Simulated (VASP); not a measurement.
# Sr4NbO (F-43m) in VASP: notebook, part 2 of 2

VASP 6.6.1. Earlier steps stand in the parts before.

**3. Relaxation of cell and atoms, PBE, collinear spin, ferrimagnetic start**

This run uses another cell than the first one, of 26.69 Å³/atom, 0.688 times its volume.

File INCAR:

```
SYSTEM = Sr4NbO
PREC = Accurate ; ENCUT = 600
EDIFF = 1E-6 ; ISMEAR = 0
SIGMA = 0.1 ; LREAL = .False.
LASPH = .True. ; NELM = 150
ALGO = Normal ; ISIF = 3
LWAVE = .False. ; LCHARG = .False.
ISPIN = 2 ; MAGMOM = 0.05 0.05 0.05 0.05 3.62 -0.28
LORBIT = 11 ; LMAXMIX = 4
GGA = PE ; IBRION = 2
NSW = 90 ; EDIFFG = -0.04
```

File KPOINTS:

```
regular mesh
0
Gamma
  4 4 4
  0 0 0
```

File POSCAR:

```
Sr4NbO
1.0
    0.0000000000      4.3102640800      4.3102640800
    4.3102640800      0.0000000000      4.3102640800
    4.3102640800      4.3102640800      0.0000000000
Sr Nb O
4 1 1
Direct
    0.1250000000      0.6250000000      0.6250000000
    0.6250000000      0.6250000000      0.6250000000
    0.6250000000      0.1250000000      0.6250000000
    0.6250000000      0.6250000000      0.1250000000
    0.0000000000      0.0000000000      0.0000000000
    0.2500000000      0.2500000000      0.2500000000
```

Potentials or basis: VASP PAW PBE potentials, release 64 (Sr_sv, Nb_sv, O).

Run with:

```sh
$ cat potpaw_PBE.64/Sr_sv/POTCAR potpaw_PBE.64/Nb_sv/POTCAR potpaw_PBE.64/O/POTCAR > POTCAR
$ mpirun -np 1 vasp_std > vasp.out
```

OUTCAR:

```text
SYSTEM = Sr4NbO
   PREC = Accurate
   ENCUT = 600
   EDIFF = 1E-6
   ISMEAR = 0
   LREAL = .False.
   LASPH = .True.
   NELM = 150
   ISIF = 3
   ISPIN = 2
   LORBIT = 11
   GGA = PE
   IBRION = 2
   NSW = 90
   EDIFFG = -0.04

 ion  position               nearest neighbor table
   1  0.125  0.625  0.625-   2 3.05   4 3.05   3 3.05   2 3.05   3 3.05   4 3.05   5 3.57   5 3.57
                             5 3.57
   2  0.625  0.625  0.625-   1 3.05   3 3.05   4 3.05   4 3.05   3 3.05   1 3.05   5 3.57   5 3.57
                             5 3.57
   3  0.625  0.125  0.625-   2 3.05   4 3.05   1 3.05   2 3.05   4 3.05   1 3.05   5 3.57   5 3.57
                             5 3.57
   4  0.625  0.625  0.125-   2 3.05   1 3.05   2 3.05   3 3.05   3 3.05   1 3.05   5 3.57   5 3.57
                             5 3.57
   5  0.000  0.000  0.000-   2 3.57   3 3.57   4 3.57   1 3.57   2 3.57   4 3.57   1 3.57   2 3.57
[... 1094 lines left out ...]

 E-fermi :   1.9832     XC(G=0):  -7.9268

 val. band max:        1.9812268719   @ k =   0.5000   0.2500   0.0000
 cond. band min:       1.9985282036   @ k =   0.2500   0.2500   0.0000
 fundamental gap:      0.0173013317
 Fermi energy:         1.9831617203

 spin component 1

 k-point     1 :       0.0000    0.0000    0.0000
  band No.  band energies     occupation
      1     -53.7663      1.00000
      2     -34.4838      1.00000
      3     -34.3581      1.00000
      4     -34.3581      1.00000
      5     -34.3581      1.00000
      6     -29.9134      1.00000
[... 665 lines left out ...]
  FREE ENERGIE OF THE ION-ELECTRON SYSTEM (eV)
  ---------------------------------------------------
  free  energy   TOTEN  =       -14.8255882231 eV

  energy  without entropy=      -14.7936228141  energy(sigma->0) =      -14.80960552

 reached required accuracy - stopping structural energy minimisation

 total charge

# of ion       s       p       d       tot
------------------------------------------
    1        2.073   5.703   0.241   8.017
    2        2.073   5.703   0.241   8.017
    3        2.073   5.703   0.241   8.017
    4        2.073   5.703   0.241   8.017
    5        2.178   5.891   2.476  10.545
    6        1.603   3.090   0.000   4.693
--------------------------------------------------
tot         12.072  31.794   3.441  47.308

 magnetization (x)

# of ion       s       p       d       tot
------------------------------------------
    1       -0.005   0.013   0.026   0.034
    2       -0.005   0.013   0.026   0.034
    3       -0.005   0.013   0.026   0.034
    4       -0.005   0.013   0.026   0.034
    5        0.036   0.031   2.310   2.376
    6        0.001  -0.257   0.000  -0.256
--------------------------------------------------
tot          0.016  -0.173   2.412   2.256
```

OSZICAR:

```text
N       E                     dE             d eps       ncg     rms          rms(c)
DAV:   1     0.500855765696E+03    0.50086E+03   -0.31951E+04  1184   0.166E+03
DAV:   2     0.327209352604E+02   -0.46813E+03   -0.45872E+03  1477   0.452E+02
[... 97 lines left out ...]
DAV:   1    -0.148256434516E+02   -0.25462E-03   -0.65695E-02  1214   0.127E+00    0.148E-01
DAV:   2    -0.148258725139E+02   -0.22906E-03   -0.40252E-03  1644   0.303E-01    0.204E-01
DAV:   3    -0.148256338603E+02    0.23865E-03   -0.17644E-03  1774   0.111E-01    0.864E-02
DAV:   4    -0.148255969460E+02    0.36914E-04   -0.26451E-04  1960   0.547E-02    0.444E-02
DAV:   5    -0.148255882479E+02    0.86981E-05   -0.58324E-05  2072   0.334E-02    0.208E-02
DAV:   6    -0.148255882231E+02    0.24736E-07   -0.98702E-06  1475   0.964E-03
   7 F= -.14825588E+02 E0= -.14809606E+02  d E =-.155917E-01  mag=     4.3109
```

CONTCAR:

```text
Sr4NbO
   1.00000000000000
    -0.0000000000000000    4.9082212226266506    4.9082212226266506
     4.9082212226266506    0.0000000000000000    4.9082212226266506
     4.9082212226266506    4.9082212226266506   -0.0000000000000000
  Sr              Nb              O
     4     1     1
Direct
     0.1238167197742930    0.6253944267419023    0.6253944267419023
     0.6253944267419023    0.6253944267419023    0.6253944267419023
     0.6253944267419023    0.1238167197742930    0.6253944267419023
     0.6253944267419023    0.6253944267419023    0.1238167197742930
     0.0000000000000000    0.0000000000000000    0.0000000000000000
     0.2500000000000000    0.2500000000000000    0.2500000000000000

  0.00000000E+00  0.00000000E+00  0.00000000E+00
  0.00000000E+00  0.00000000E+00  0.00000000E+00
  0.00000000E+00  0.00000000E+00  0.00000000E+00
  0.00000000E+00  0.00000000E+00  0.00000000E+00
  0.00000000E+00  0.00000000E+00  0.00000000E+00
  0.00000000E+00  0.00000000E+00  0.00000000E+00
```

Wall time 11 min (1 thread of Intel Xeon 6975P-C (Granite Rapids), shared host); peak memory 0.48 GiB.

What came out:

```yaml
Free_energy: -14.8256 eV
Relaxed_volume: 39.41 Å³/atom
Relaxed_cell: a = 6.941 Å, b = 6.941 Å, c = 6.941 Å, α = 60.00°, β = 60.00°, γ = 60.00°
Space_group_after_relaxing_to_0.05_Å: F-43m (No. 216)
Energy_gained_by_relaxing: 260.9 meV/atom
Ionic_steps: 7
Pressure_after_relaxing: -0.1 GPa
Net_moment: 4.31 μB per cell
Site_moments: Sr +0.03; Nb +2.38; O -0.26 μB
Valence_electrons_inside_the_program's_atomic_spheres: Sr 8.02; Nb 10.54; O 4.69
```

The path:
| step | energy change (eV) | largest force (eV/Å) | pressure (GPa) | volume (Å³) |
| --- | --- | --- | --- | --- |
| 1 | 0.0000 | 0.1529 | 8.74 | 160.16 |
| 2 | -1.2327 | 0.1866 | 2.97 | 196.35 |
| 3 | -1.5337 | 0.3212 | 0.61 | 224.81 |
| 4 | -1.5500 | 0.3463 | 0.07 | 233.60 |
| 5 | -1.5499 | 0.3505 | -0.02 | 235.26 |
| 6 | -1.5653 | 0.0455 | -0.08 | 236.35 |
| 7 | -1.5655 | 0.0076 | -0.07 | 236.48 |

Final structure:
```xyz
6
Lattice="0.0000 4.9082 4.9082 4.9082 0.0000 4.9082 4.9082 4.9082 0.0000" Properties=species:S:1:pos:R:3 pbc="T T T"
Sr    6.1391    3.6773    3.6773
Sr    6.1391    6.1391    6.1391
Sr    3.6773    6.1391    3.6773
Sr    3.6773    3.6773    6.1391
Nb    0.0000    0.0000    0.0000
O     2.4541    2.4541    2.4541
```

Levels at points of the mesh, in eV from the Fermi level:
Spin up:
```tsv
k point	band 30	band 31	band 32	band 33	band 34	band 35
(0.00, 0.00, 0.00)	-0.73	-0.73	0.30	0.30	0.30	0.56
(0.50, 0.00, 0.00)	-0.65	-0.62	0.12	0.61	0.61	0.86
(0.50, 0.50, 0.00)	-0.41	-0.38	-0.33	0.54	0.54	0.61
```
Spin down:
| k point | band 25 | band 26 | band 27 | band 28 | band 29 | band 30 |
| --- | --- | --- | --- | --- | --- | --- |
| (0.00, 0.00, 0.00) | -1.34 | -1.10 | -0.28 | -0.28 | -0.28 | 0.86 |
| (0.50, 0.00, 0.00) | -1.30 | -0.87 | 0.06 | 0.06 | 0.10 | 0.50 |
| (0.50, 0.50, 0.00) | -1.34 | -0.64 | -0.46 | 0.35 | 0.35 | 0.74 |

Caveat: the volume moved by over 15 % at a fixed basis, so the end points are rough.
